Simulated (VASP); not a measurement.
CdSe (Cadmoselite), 4 atoms in the cell. Symmetry: P6_3mc, No. 186, hexagonal system. The conventional cell has a = 4.383 Å, b = 4.383 Å, c = 7.154 Å, α = 90.00°, β = 90.00°, γ = 120.00°. Cd (site symmetry 3m) has 4 Se at 2.68 to 2.69 Å within 3.5 Å. Within 3.5 Å of Se (site symmetry 3m) lie 4 Cd at 2.68 to 2.69 Å. 

* Program: VASP 6.6.1
* Task: single point
* Functional: PBE
* Potentials or basis: VASP PAW PBE potentials, release 64 (Cd, Se)
* Cutoff: 520 eV
* k mesh: 6 × 6 × 4
* Occupations: fermi-dirac, width 0.02 eV
* Spin: no spin polarisation
* Dipole correction: no
* Further INCAR settings: ALGO = Normal; EDIFF = 1e-06; NBANDS = 26

Potentials or basis: VASP PAW PBE potentials, release 64 (Cd, Se).

Command:

```bash
$ cat potpaw_PBE.64/Cd/POTCAR potpaw_PBE.64/Se/POTCAR > POTCAR
$ mpirun -np 1 vasp_std > vasp.out
```

Hardware: 1 thread of Intel(R) Xeon(R) Platinum 8259CL CPU @ 2.50GHz (Skylake/Cascade Lake), on a shared host.

Task: How long does it take, and how much memory?

Result: It took 64 s on 1 thread of Intel(R) Xeon(R) Platinum 8259CL CPU @ 2.50GHz (Skylake/Cascade Lake), with other jobs on the host, peak memory 0.27 GiB. Counts: scf iterations 14, k points 21.
